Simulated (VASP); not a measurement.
Here is a VASP 6.6.1 calculation.

Contents of INCAR:

```
ALGO = Normal
EDIFF = 1E-6
EDIFFG = -0.08
ENCUT = 600
GGA = PE
IBRION = 2
ISIF = 3
ISMEAR = 0
LASPH = T
LCHARG = F
LREAL = F
LWAVE = F
NELM = 60
NSW = 36
PREC = Accurate
SIGMA = 0.2
```

KPOINTS

```
k-points
0
Gamma
  6 6 3
```

File POSCAR:

```
Sn2Te
1.0
    4.0724019100      0.0000000000      0.0000000000
   -2.0362009600      3.5268035100      0.0000000000
    0.0000000000      0.0000000000      6.9035877700
Sn Te
2 1
Direct
    0.6666666700      0.3333333300      0.7175636900
    0.3333333300      0.6666666700      0.2824363100
    0.0000000000      0.0000000000      0.5000000000
```

Potentials or basis: VASP PAW PBE potentials, release 64 (Sn_d, Te).

Launch:

```console
$ cat potpaw_PBE.64/Sn_d/POTCAR potpaw_PBE.64/Te/POTCAR > POTCAR
$ mpirun -np 1 vasp_std > vasp.out
```

Question: Estimate the relaxed volume.

Answer: 30.70 Å³/atom.

Question: What does it give for the space group after relaxing (to 0.1 Å)?

Answer: P-3m1 (No. 164).

Question: What does it give for the relaxed cell?

Answer: a = 4.289 Å, b = 4.289 Å, c = 5.781 Å, α = 90.00°, β = 90.00°, γ = 120.00°.

The path:
```
step  energy change (eV)  largest force (eV/Å)  pressure (GPa)  volume (Å³)
   1              0.0000                3.5005           13.41        99.15
   2             -1.0576                0.0262           -3.75       144.37
   3             -1.2861                0.8077           -0.99       127.15
   4             -1.2859                0.8435           -0.84       126.54
   5             -1.3889                0.8280           -0.93       123.68
   6             -1.6529                0.5808           -1.11       115.14
   7             -1.7824                0.0293           -1.07        98.37
   8             -1.8119                0.0200           -1.30       102.73
   9             -1.8625                0.4466            2.29        92.07
  10             -1.8674                0.3445            1.38        94.28
  11             -1.9966                0.3957            1.52        92.81
  12             -2.2089                0.3968            3.82        86.91
  13             -2.2923                0.1561            0.88        91.14
  14             -2.3053                0.0697           -0.26        93.26
  15             -2.3060                0.0459           -0.56        93.86
  16             -2.3106                0.0392           -0.56        93.80
  17             -2.3201                0.0114           -0.52        93.57
  18             -2.3208                0.0525           -0.43        93.44
  19             -2.3208                0.0361           -0.46        93.49
  20             -2.3223                0.0018            0.17        92.09
```

Caveat: a cell axis changed by over 15 % at a fixed basis, so the end point is rough.
